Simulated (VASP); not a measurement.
Wanted: the native input for a VASP 6.6.1 run.

```yaml
Task: single point
Functional: PBE
Potentials_or_basis: VASP PAW PBE potentials, release 64 (Ti_sv)
Cutoff: 520 eV
k_mesh: 18 × 18 × 18
Occupations: gaussian, width 0.1 eV
Spin: no spin polarisation
Dipole_correction: no
Further_INCAR_settings: ALGO = Normal; EDIFF = 1e-07; NBANDS = 12
```

The structure of Ti lies in POSCAR:

```
Ti
1.0
    0.0000000000      2.0281730000      2.0281730000
    2.0281730000      0.0000000000      2.0281730000
    2.0281730000      2.0281730000      0.0000000000
Ti
1
Direct
    0.0000000000      0.0000000000      0.0000000000
```

This cell differs from its parent crystal: strained.

The input as run:

INCAR

```
SYSTEM = Ti
PREC = Accurate
ENCUT = 520
EDIFF = 1E-7
ISMEAR = 0
SIGMA = 0.1
LREAL = .False.
LASPH = .True.
NELM = 60
ALGO = Normal
ISIF = 2
LWAVE = .False.
LCHARG = .True.
GGA = PE
LELF = .True.
LVHAR = .True.
NBANDS = 12
```

KPOINTS

```
Automatic mesh
0
Gamma
  18 18 18
  0 0 0
```

Potentials or basis: VASP PAW PBE potentials, release 64 (Ti_sv).

Launch:

```sh
$ cat potpaw_PBE.64/Ti_sv/POTCAR > POTCAR
$ mpirun -np 1 vasp_std > vasp.out
```

Results of the run:

- Pressure: 4.4 GPa
- Band gap on the k mesh: zero (band 6 reaches 9.55 eV, above the bottom of band 7 at 8.20 eV)

Caveat: the cell differs from its parent crystal (strained).

Wall time 24 s on 1 thread of AMD EPYC 9R45 96-Core Processor (Zen 5), on a shared host, peak memory 0.13 GiB.
